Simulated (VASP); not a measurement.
# Sn (Pm-3m) in VASP: further runs

Runs on Sn. Level: RPBE. Tasks: single point, relaxation of cell and atoms.

All numbers are computed with VASP 6.6.1; they aren't measurements. Logs are shortened: lines on timing, memory, paths and dates and some standing lists are left out, and cuts for length are marked.

## 1. The cell of the first run

Symmetry: Pm-3m, No. 221, cubic system. Conventional cell: a = 3.114 Å, b = 3.114 Å, c = 3.114 Å, α = 90.00°, β = 90.00°, γ = 90.00°. Within 4.1 Å of Sn (site symmetry m-3m) lie 6 Sn at 3.11 Å.

## 2. Single point, RPBE

Input file INCAR:

```
SYSTEM = Sn
PREC     = Accurate       ! precision mode
ENCUT    = 520            ! plane-wave cutoff, eV
EDIFF    = 1E-6           ! SCF threshold, eV
ISMEAR   = -1             ! smearing method
SIGMA    = 0.1            ! smearing width, eV
LREAL    = .FALSE.        ! projectors in reciprocal space
LASPH    = .TRUE.         ! aspherical terms in the spheres
NELM     = 60             ! most SCF steps
ALGO     = Normal         ! electronic algorithm
ISIF     = 2              ! what is computed and relaxed
LWAVE    = .FALSE.        ! write WAVECAR
LCHARG   = .FALSE.        ! write CHGCAR
GGA      = RP             ! functional
NBANDS   = 13             ! bands
```

Input file KPOINTS:

```
regular mesh
0
G
  17 17 17
  0 0 0
```

Input file POSCAR:

```
Sn
1.0
    3.1144414635      0.0000000000      0.0000000000
    0.0000000000      3.1144414635      0.0000000000
    0.0000000000      0.0000000000      3.1144414635
Sn
1
Direct
    0.0000000000      0.0000000000      0.0000000000
```

Potentials or basis: VASP PAW PBE potentials, release 64 (Sn_d).

Started as:

```bash
cat potpaw_PBE.64/Sn_d/POTCAR > POTCAR
mpirun -np 1 vasp_std > vasp.out
```

OUTCAR:

```text
SYSTEM = Sn
   PREC = Accurate
   ENCUT = 520
   EDIFF = 1E-6
   ISMEAR = -1
   LREAL = .FALSE.
   LASPH = .TRUE.
   NELM = 60
   ISIF = 2
   GGA = RP

 ion  position               nearest neighbor table
   1  0.000  0.000  0.000-

  LATTYP: Found a simple cubic cell.
 ALAT       =     3.1144414635

  Lattice vectors:

 A1 = (   3.1144414635,   0.0000000000,   0.0000000000)
 A2 = (   0.0000000000,   3.1144414635,   0.0000000000)
 A3 = (   0.0000000000,   0.0000000000,   3.1144414635)

Analysis of symmetry for initial positions (statically):
=====================================================================
 Subroutine PRICEL returns:
 Original cell was already a primitive cell.

 Routine SETGRP: Setting up the symmetry group for a
 simple cubic supercell.

 Subroutine GETGRP returns: Found 48 space group operations
 (whereof 48 operations were pure point group operations)
 out of a pool of 48 trial point group operations.

The static configuration has the point symmetry O_h .

Analysis of symmetry for dynamics (positions and initial velocities):
=====================================================================
 Subroutine PRICEL returns:
 Original cell was already a primitive cell.

 Routine SETGRP: Setting up the symmetry group for a
 simple cubic supercell.

 Subroutine GETGRP returns: Found 48 space group operations
 (whereof 48 operations were pure point group operations)
 out of a pool of 48 trial point group operations.

The dynamic configuration has the point symmetry O_h .

 Subroutine INISYM returns: Found 48 space group operations
 (whereof 48 operations are pure point group operations),
 and found     1 'primitive' translations

----------------------------------------------------------------------------------------

                                     Primitive cell

  volume of cell :      30.2093

  direct lattice vectors                    reciprocal lattice vectors
     3.114441463  0.000000000  0.000000000     0.321084860  0.000000000  0.000000000
     0.000000000  3.114441463  0.000000000     0.000000000  0.321084860  0.000000000
     0.000000000  0.000000000  3.114441463     0.000000000  0.000000000  0.321084860

  length of vectors
     3.114441463  3.114441463  3.114441463     0.321084860  0.321084860  0.321084860

  position of ions in fractional coordinates (direct lattice)
     0.000000000  0.000000000  0.000000000

  ion indices of the primitive-cell ions
   primitive index   ion index
                 1           1

----------------------------------------------------------------------------------------

 KPOINTS: regular mesh

Automatic generation of k-mesh.
 Grid dimensions read from file:
 generate k-points for:   17   17   17

 Generating k-lattice:

  Cartesian coordinates                     Fractional coordinates (reciprocal lattice)
     0.018887345  0.000000000  0.000000000     0.058823529  0.000000000  0.000000000
     0.000000000  0.018887345  0.000000000     0.000000000  0.058823529  0.000000000
     0.000000000  0.000000000  0.018887345     0.000000000  0.000000000  0.058823529

  Length of vectors
     0.018887345  0.018887345  0.018887345

  Shift w.r.t. Gamma in fractional coordinates (k-lattice)
     0.000000000  0.000000000  0.000000000

 Subroutine IBZKPT returns following result:
 ===========================================

 Found    165 irreducible k-points:

 Following reciprocal coordinates:
            Coordinates               Weight
  0.000000  0.000000  0.000000      1.000000
  0.058824  0.000000  0.000000      6.000000
  0.117647  0.000000  0.000000      6.000000
  0.176471  0.000000  0.000000      6.000000
  0.235294  0.000000  0.000000      6.000000
  0.294118  0.000000  0.000000      6.000000
[... 16 lines left out ...]
  0.411765  0.117647  0.000000     24.000000
  0.470588  0.117647  0.000000     24.000000
 [... further k-points ...]
   k-points           NKPTS =    165   k-points in BZ     NKDIM =    165   number of bands    NBANDS=     13
   number of dos      NEDOS =    301   number of ions     NIONS =      1
   total plane-waves  NPLWV =  13824
   dimension x,y,z NGX =    24 NGY =   24 NGZ =   24
   dimension x,y,z NGXF=    48 NGYF=   48 NGZF=   48
   ions per type =               1
   NGX,Y,Z   is equivalent  to a cutoff of  12.81, 12.81, 12.81 a.u.
   NGXF,Y,Z  is equivalent  to a cutoff of  25.62, 25.62, 25.62 a.u.
 SYSTEM =  Sn
   PREC   = accura    normal or accurate (medium, high low for compatibility)
   ISTART =      0    job   : 0-new  1-cont  2-samecut
   ICHARG =      2    charge: 1-file 2-atom 10-const
   ISPIN  =      1    spin polarized calculation?
   LNONCOLLINEAR =      F non collinear calculations
   LSORBIT =      F    spin-orbit coupling
   LASPH  =      T    aspherical Exc in radial PAW
   ENCUT  =  520.0 eV  38.22 Ry    6.18 a.u.   5.79  5.79  5.79*2*pi/ulx,y,z
   NELM   =     60;   NELMIN=  2; NELMDL= -5     # of ELM steps
   EDIFF  = 0.1E-05   stopping-criterion for ELM
   LREAL  =      F    real-space projection
   EDIFFG = 0.1E-04   stopping-criterion for IOM
   NSW    =      0    number of steps for IOM
   IBRION =     -1    ionic relax: 0-MD 1-quasi-New 2-CG
   NFREE  =      0    steps in history (QN), initial steepest desc. (CG)
   ISIF   =      2    stress and relaxation
   ISYM   =      2    0-nonsym 1-usesym 2-fastsym
   POTIM  = 0.5000    time-step for ionic-motion
   TEBEG  =    0.0;   TEEND  =   0.0 temperature during run
   PSTRESS=    0.0 pullay stress
   NELECT =      14.0000    total number of electrons
   NUPDOWN=      -1.0000    fix difference up-down
   EMIN   =  10.00;   EMAX   =-10.00  energy-range for DOS
   EFERMI =   0.00;   METHOD = LEGACY
   ISMEAR =    -1;   SIGMA  =   0.10  broadening in eV -4-tet -1-fermi 0-gaus
   EFERMI_NEDOS =   21; number of points for ismear=-14 and -15
   IALGO  =     38    algorithm
   IMIX   =      4    mixing-type and parameters
     AMIX     =   0.40;   BMIX     =  1.00
     AMIX_MAG =   1.60;   BMIX_MAG =  1.00
  volume/ion in A,a.u.               =      30.21       203.86
  Fermi-wavevector in a.u.,A,eV,Ry     =   1.266885  2.394066 21.837332  1.604999
  Thomas-Fermi vector in A             =   2.400063
   LORBIT       =      0    0 simple, 1 ext, 2 COOP (PROOUT), +10 PAW based schemes
   GGA     = RP    functional components
   LHFCALC =     F    Hartree Fock is set to
   AEXX    =    0.0000 exact exchange contribution
   IVDW    =     0    specifies the selected vdW correction
   LEPSILON=     F    determine dielectric tensor
   LRPA    =     F    only Hartree local field effects (RPA)
 non-spin polarized calculation
  energy-cutoff  :      520.00
  volume of cell :       30.21
 maximum number of plane-waves:       840
 NGX is ok and might be reduce to    24
   NGX = 11   NGY = 11   NGZ = 11

 number of electron      13.9999984 magnetization

 Free energy of the ion-electron system (eV)
  ---------------------------------------------------
  ext. energy  EPLUGINS =         0.00000000
  ---------------------------------------------------
  free energy    TOTEN  =        -3.41413791 eV

  energy without entropy =       -3.39420705  energy(sigma->0) =       -3.40417248

 E-fermi :   6.7634     XC(G=0):  -9.6722

 val. band max:        6.7605762085   @ k =   0.2353   0.0000   0.0000
 cond. band min:       6.7704399541   @ k =   0.2941   0.2941   0.1765
 fundamental gap:      0.0098637457
 Fermi energy:         6.7633723437

 k-point     1 :       0.0000    0.0000    0.0000
  band No.  band energies     occupation
      1     -14.8465      2.00000
      2     -14.8465      2.00000
      3     -14.5163      2.00000
      4     -14.5163      2.00000
      5     -14.5163      2.00000
      6      -3.6516      2.00000
      7      11.9421      0.00000
      8      11.9421      0.00000
      9      11.9421      0.00000
     10      15.1826      0.00000
     11      15.1826      0.00000
     12      16.4344      0.00000
     13      26.4655      0.00000

 k-point     2 :       0.0588    0.0000    0.0000
  band No.  band energies     occupation
      1     -14.8460      2.00000
      2     -14.8375      2.00000
      3     -14.5193      2.00000
      4     -14.5193      2.00000
      5     -14.5161      2.00000
      6      -3.5985      2.00000
      7      11.1764      0.00000
      8      11.9984      0.00000
      9      11.9984      0.00000
     10      15.2236      0.00000
     11      15.6744      0.00000
     12      16.8313      0.00000
     13      25.9498      0.00000

 k-point     3 :       0.1176    0.0000    0.0000
  band No.  band energies     occupation
      1     -14.8444      2.00000
      2     -14.8116      2.00000
      3     -14.5276      2.00000
      4     -14.5276      2.00000
      5     -14.5155      2.00000
      6      -3.4396      2.00000
      7       9.7429      0.00000
      8      12.1649      0.00000
      9      12.1649      0.00000
     10      15.3468      0.00000
     11      16.0567      0.00000
     12      18.2490      0.00000
     13      24.8597      0.00000
[... 305 lines left out ...]
 k-point    23 :       0.4118    0.1176    0.0000
  band No.  band energies     occupation
      1     -14.8068      2.00000
      2     -14.6109      2.00000
      3     -14.5945      2.00000
      4     -14.5847      2.00000
      5     -14.5208      2.00000
      6      -1.0649      2.00000
      7       3.3671      2.00000
      8      11.9473      0.00000
      9      14.3026      0.00000
     10      16.4013      0.00000
     11      17.7781      0.00000
     12      19.7339      0.00000
     13      20.5627      0.00000

 k-point    24 :       0.4706    0.1176    0.0000
  band No.  band energies     occupation
      1     -14.8057      2.00000
      2     -14.6168      2.00000
      3     -14.6001      2.00000
      4     -14.5668      2.00000
      5     -14.5203      2.00000
      6      -0.6605      2.00000
      7       2.7277      2.00000
      8      12.2606      0.00000
      9      14.5564      0.00000
     10      15.9447      0.00000
     11      18.3764      0.00000
     12      19.0812      0.00000
     13      20.1283      0.00000

 [... further k-points ...]
[... 5 lines left out ...]
  --------------------------------------------------------------------------------------
  -------------------------------------------------------------------------------------
  Total        0.0492908      0.0492908      0.0492908     -0.0000000     -0.0000000      0.0000000
  in kB        2.6141828      2.6141828      2.6141828     -0.0000000     -0.0000000      0.0000000
  external PRESSURE =       2.6141828 kB  Pullay stress =       0.0000000 kB

 VOLUME and BASIS-vectors are now :
 -----------------------------------------------------------------------------
  energy-cutoff  :      520.00
  volume of cell :       30.21
      direct lattice vectors                 reciprocal lattice vectors
     3.114441463  0.000000000  0.000000000     0.321084860  0.000000000  0.000000000
     0.000000000  3.114441463  0.000000000     0.000000000  0.321084860  0.000000000
     0.000000000  0.000000000  3.114441463     0.000000000  0.000000000  0.321084860

 POSITION                                       TOTAL-FORCE (eV/Angst)
 -----------------------------------------------------------------------------------
      0.00000      0.00000      0.00000         0.000000      0.000000      0.000000
 -----------------------------------------------------------------------------------
    total drift:                                0.000000      0.000000     -0.000000

  FREE ENERGIE OF THE ION-ELECTRON SYSTEM (eV)
  ---------------------------------------------------
  free  energy   TOTEN  =        -3.4141379077 eV

  energy  without entropy=       -3.3942070490  energy(sigma->0) =       -3.40417248
```

Wall time 28 s (1 thread of AMD EPYC 9R45 (Zen 5), shared host); peak memory 0.14 GiB.

Results:

- Free energy: -3.4141 eV
- Pressure: 0.3 GPa
- Band gap on the k mesh: zero (band 7 reaches 11.94 eV, above the bottom of band 8 at 4.85 eV)

Levels at points of the mesh, in eV from the Fermi level:
```csv
k point,band 5,band 6,band 7,band 8,band 9,band 10
"(0.00, 0.00, 0.00)",-21.28,-10.41,5.18,5.18,5.18,8.42
```

Caveat: the PAW data sets were made with another functional, which shifts forces and pressure a little; spin-orbit coupling is left out, which moves the levels of the heavy elements.

## 3. Relaxation of cell and atoms, RPBE

This run uses another cell than the first one, of 30.28 Å³/atom, 1.002 times its volume.

Input file INCAR:

```
SYSTEM = Sn
PREC     = Accurate       ! precision mode
ENCUT    = 600            ! plane-wave cutoff, eV
EDIFF    = 1E-7           ! SCF threshold, eV
ISMEAR   = -1             ! smearing method
SIGMA    = 0.1            ! smearing width, eV
LREAL    = .FALSE.        ! projectors in reciprocal space
LASPH    = .TRUE.         ! aspherical terms in the spheres
NELM     = 60             ! most SCF steps
ALGO     = Normal         ! electronic algorithm
ISIF     = 3              ! what is computed and relaxed
LWAVE    = .FALSE.        ! write WAVECAR
LCHARG   = .FALSE.        ! write CHGCAR
GGA      = RP             ! functional
IBRION   = 2              ! ionic algorithm
NSW      = 80             ! ionic steps
EDIFFG   = -0.01          ! ionic threshold
```

Input file KPOINTS:

```
Automatic mesh
0
G
  10 10 10
  0 0 0
```

Input file POSCAR:

```
Sn
1.0
    3.1167899200      0.0000000000      0.0000000000
    0.0000000000      3.1167899200      0.0000000000
    0.0000000000      0.0000000000      3.1167899200
Sn
1
Direct
    0.0000000000      0.0000000000      0.0000000000
```

Potentials or basis: VASP PAW PBE potentials, release 64 (Sn_d).

Started as:

```bash
cat potpaw_PBE.64/Sn_d/POTCAR > POTCAR
mpirun -np 1 vasp_std > vasp.out
```

Run time: 25 s. Hardware: 1 thread of AMD EPYC 9R45 (Zen 5), shared host; peak memory 0.14 GiB.

Results (log left out):

* Free energy: -3.4344 eV
* Relaxed volume: 30.22 Å³/atom
* Relaxed cell: a = 3.115 Å, b = 3.115 Å, c = 3.115 Å, α = 90.00°, β = 90.00°, γ = 90.00°
* Space group after relaxing (to 0.05 Å): Pm-3m (No. 221)
* Energy gained by relaxing: 0.0 meV/atom
* Ionic steps: 2
* Pressure after relaxing: 0.0 GPa
* Band gap on the k mesh: zero (band 7 reaches 11.94 eV, above the bottom of band 8 at 4.73 eV)

Final structure:
```
Sn
1.0
     3.11469    0.00000    0.00000
     0.00000    3.11469    0.00000
     0.00000    0.00000    3.11469
Sn
1
Direct
  0.00000 0.00000 0.00000
```

Levels at points of the mesh, in eV from the Fermi level:
```
           k point  band 3  band 4  band 5  band 6  band 7  band 8  band 9  band 10  band 11
(0.00, 0.00, 0.00)  -21.27  -21.27  -21.27  -10.40    5.19    5.19    5.19     8.43     8.43
(0.50, 0.00, 0.00)  -21.36  -21.33  -21.26   -7.56   -4.32    7.60    7.60    11.15    11.46
(0.50, 0.50, 0.00)  -21.35  -21.35  -21.16   -4.53   -2.02   -2.02    2.93    10.18    13.95
(0.50, 0.50, 0.50)  -21.46  -21.15  -21.15   -1.06    0.19    0.19    0.19     5.80     5.80
```

Caveat: the PAW data sets were made with another functional, which shifts forces and pressure a little; spin-orbit coupling is left out, which moves the levels of the heavy elements.
